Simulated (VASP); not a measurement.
Here is a VASP 6.6.1 calculation.

Contents of INCAR:

```
PREC     = Accurate       # precision mode
ENCUT    = 600            # plane-wave cutoff, eV
EDIFF    = 1E-6           # SCF threshold, eV
ISMEAR   = 0              # smearing method
SIGMA    = 0.1            # smearing width, eV
LREAL    = F              # projectors in reciprocal space
LASPH    = T              # aspherical terms in the spheres
NELM     = 80             # most SCF steps
ALGO     = Normal         # electronic algorithm
ISIF     = 3              # what is computed and relaxed
LWAVE    = F              # write WAVECAR
LCHARG   = F              # write CHGCAR
GGA      = PE             # functional
IBRION   = 2              # ionic algorithm
NSW      = 90             # ionic steps
EDIFFG   = -0.04          # ionic threshold
```

The input KPOINTS:

```
regular mesh
0
Gamma
  6 4 4
```

The input POSCAR:

```
Al3SiNO
1.0
    3.3586039354      0.0000000000      0.0000000000
    0.0000000000      5.0433560213      0.0000000000
   -0.1557786019      0.0000000000      5.2213978377
Al Si N O
3 1 1 1
Direct
    0.5340906687      0.0000000000      0.7653196386
    0.4659093313      0.0000000000      0.2346803614
    0.5000000000      0.5000000000      0.5000000000
    0.5000000000      0.5000000000      0.0000000000
    0.0000000000      0.0000000000      0.0000000000
    0.0000000000      0.5000000000      0.5000000000
```

Potentials or basis: VASP PAW PBE potentials, release 64 (Al, Si, N, O).

The run is started by

```console
$ cat potpaw_PBE.64/Al/POTCAR potpaw_PBE.64/Si/POTCAR potpaw_PBE.64/N/POTCAR potpaw_PBE.64/O/POTCAR > POTCAR
$ mpirun -np 1 vasp_std > vasp.out
```

**Question.** Estimate the relaxed cell.

**Answer.** a = 3.354 Å, b = 5.053 Å, c = 5.237 Å, α = 90.00°, β = 91.60°, γ = 90.00°.

**Question.** Predict the space group after relaxing (to 0.05 Å).

**Answer.** P2/m (No. 10).

Stress tensor (GPa, compression positive):
```
-0.17  0.00  0.18
 0.00  0.24  0.00
 0.18  0.00 -0.05
```
